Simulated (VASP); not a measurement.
A run of VASP 6.6.1 is set up as follows.

The input INCAR:

```
PREC = Accurate ; ENCUT = 520
EDIFF = 1E-6 ; ISMEAR = -1
SIGMA = 0.05 ; LREAL = F
LASPH = T ; NELM = 100
ALGO = Normal ; ISIF = 2
LWAVE = F ; LCHARG = T
GGA = PE ; LELF = T
LVHAR = T ; NBANDS = 20
```

The input KPOINTS:

```
Automatic mesh
0
Gamma
  9 9 9
```

File POSCAR:

```
CdF2
1.0
    0.0000000000      2.7468369436      2.7468369436
    2.7468369436      0.0000000000      2.7468369436
    2.7468369436      2.7468369436      0.0000000000
Cd F
1 2
Direct
    0.0000000000      0.0000000000      0.0000000000
    0.7500000000      0.7500000000      0.7500000000
    0.2500000000      0.2500000000      0.2500000000
```

Potentials or basis: VASP PAW PBE potentials, release 64 (Cd, F).

Command:

```bash
$ cat potpaw_PBE.64/Cd/POTCAR potpaw_PBE.64/F/POTCAR > POTCAR
$ mpirun -np 1 vasp_std > vasp.out
```

(1) Predict the pressure.

(2) What does it give for the band gap on the k mesh?

Answers

(1) -0.1 GPa.

(2) 2.89 eV, indirect (least direct gap 3.43 eV).
